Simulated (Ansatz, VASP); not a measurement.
# One calculation of ZrB, two programs

The input INCAR:

```
SYSTEM = ZrB
PREC     = Accurate       ! precision mode
ENCUT    = 600            ! plane-wave cutoff, eV
EDIFF    = 1E-7           ! SCF threshold, eV
ISMEAR   = -1             ! smearing method
SIGMA    = 0.05           ! smearing width, eV
LREAL    = .FALSE.        ! projectors in reciprocal space
LASPH    = .TRUE.         ! aspherical terms in the spheres
NELM     = 60             ! most SCF steps
ALGO     = Normal         ! electronic algorithm
ISIF     = 3              ! what is computed and relaxed
LWAVE    = .FALSE.        ! write WAVECAR
LCHARG   = .FALSE.        ! write CHGCAR
GGA      = PS             ! functional
IVDW     = 13             ! dispersion correction
IBRION   = 2              ! ionic algorithm
NSW      = 60             ! ionic steps
EDIFFG   = -0.01          ! ionic threshold
```

KPOINTS

```
Automatic mesh
0
G
  10 10 7
  0 0 0
```

POSCAR

```
ZrB
1.0
    1.9614334600     -1.9857162700      0.0000000000
    1.9614334600      1.9857162700      0.0000000000
    0.0000000000      0.0000000000      4.0139456300
Zr B
1 1
Direct
    0.0000000000      0.0000000000      0.5000000000
    0.5000000000      0.5000000000      0.5000000000
```

File input.yaml:

```yaml
crystal:
  lattice:
    - [1.96143346, -1.98571627, 0.0]
    - [1.96143346, 1.98571627, 0.0]
    - [0.0, 0.0, 4.01394563]
  atoms:
    - { symbol: Zr, position: [0.0, 0.0, 0.5] }
    - { symbol: B, position: [0.5, 0.5, 0.5] }
hamiltonian:
  xc: pbesol
  pseudopotentials: { kind: paw }
  dispersion: d4
kpoints:
  mp_grid: { grid: [10, 10, 7] }
scf:
  occupations: { method: fermi_dirac, width: 0.05 }
output:
  forces: true
  stress: true
  eigenvalues: true
relax:
  f_tol: 0.01
  max_steps: 40
  cell: { stress_tol: 0.05 }
```

Alike in both runs: task relaxation of cell and atoms; functional PBEsol; dispersion D4; k mesh 10 × 10 × 7; occupations fermi-dirac, width 0.05 eV; no spin polarisation.

|  | VASP | Ansatz |
| --- | --- | --- |
| version | VASP 6.6.1 | Ansatz 0.2.0 |
| potentials or method | VASP PAW PBE potentials, release 64 (Zr_sv, B) | Ansatz PAW |
| plane-wave cutoff (eV) | 600 | 420 |
| valence electrons in the cell | 15 | 15 |

VASP gave:

```
gap on the k mesh at the Fermi level, each at its own relaxed structure (eV) : none
relaxed volume (Å³/atom)                                                     : 16.35
relaxed cell length with the largest relative difference (Å)                 : 2.886
```

Problem. Estimate Ansatz's values.

Solution. gap on the k mesh at the Fermi level, each at its own relaxed structure (eV): none; relaxed volume (Å³/atom): 16.32; relaxed cell length with the largest relative difference (Å): 2.884.

VASP's potentials were made for PBE, not for PBEsol. A gap of «none» marks a metal or a gap that the smearing closes.

Noted on Ansatz's run: the plane-wave basis is chosen anew once the cell has moved, so the energies of steps on either side of that aren't comparable.
